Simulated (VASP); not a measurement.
La, 2 atoms in the cell. Symmetry: Fd-3m, No. 227, cubic system. The conventional cell has a = 7.200 Å, b = 7.200 Å, c = 7.200 Å, α = 90.00°, β = 90.00°, γ = 90.00°. La (site symmetry -43m) has 4 La at 3.12 Å within 4.1 Å. This isn't the form of La at room conditions, which is double hcp.

| Property | Result |
| --- | --- |
| Program | VASP 6.6.1 |
| Task | relaxation of cell and atoms |
| Functional | PBE |
| Potentials or basis | VASP PAW PBE potentials, release 64 (La) |
| Cutoff | 600 eV |
| k mesh | 9 × 9 × 9 |
| Occupations | fermi-dirac, width 0.05 eV |
| Spin | no spin polarisation |
| Dipole correction | no |
| Further INCAR settings | ALGO = Normal; EDIFF = 1e-06; IBRION = 2; EDIFFG = -0.005; NSW = 60; ISIF = 3 |

Potentials or basis: VASP PAW PBE potentials, release 64 (La).

Command:

```console
$ cat potpaw_PBE.64/La/POTCAR > POTCAR
$ mpirun -np 1 vasp_std > vasp.out
```

Hardware: 1 thread of Intel(R) Xeon(R) Platinum 8488C (Sapphire Rapids), on a shared host.

Task: How long does it take, and how much memory?

Result: It took 10 min on 1 thread of Intel(R) Xeon(R) Platinum 8488C (Sapphire Rapids) (shared host), peak memory 0.32 GiB. Counts: scf iterations 59, k points 35, ion steps 10.
